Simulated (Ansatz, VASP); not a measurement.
Two plane-wave programs on TePb

```xyz
2
Lattice="0.0000 3.3186 3.3186 3.3186 0.0000 3.3186 3.3186 3.3186 0.0000" Properties=species:S:1:pos:R:3 pbc="T T T"
Te    3.3186    3.3186    3.3186
Pb    0.0000    0.0000    0.0000
```

Alike in both runs: task single point; functional PBE; k mesh 8 × 8 × 8; occupations gaussian, width 0.02 eV; no spin polarisation.

|  | VASP | Ansatz |
| --- | --- | --- |
| version | VASP 6.6.1 | Ansatz 0.2.0 |
| potentials or method | VASP PAW PBE potentials, release 64 (Te, Pb_d), cutoff 500 eV | scalar-relativistic, plane waves, PAW |
| valence electrons in the cell | 20 | 30 |

Ansatz gave:

```
gap on the k mesh at the Fermi level (eV) : 0.88
least direct gap on the mesh (eV)         : 0.88
pressure (GPa)                            : -1.1
```

Q: Which values does VASP return?

A: gap on the k mesh at the Fermi level (eV): 0.88; least direct gap on the mesh (eV): 0.88; pressure (GPa): -1.2.

With one functional, cell and mesh, what is left measures potentials, basis and numerics. VASP's potentials hold 20 valence electrons a cell and Ansatz's 30, so a difference there can come from the potentials and not from the codes.

Spin-orbit coupling is off throughout.
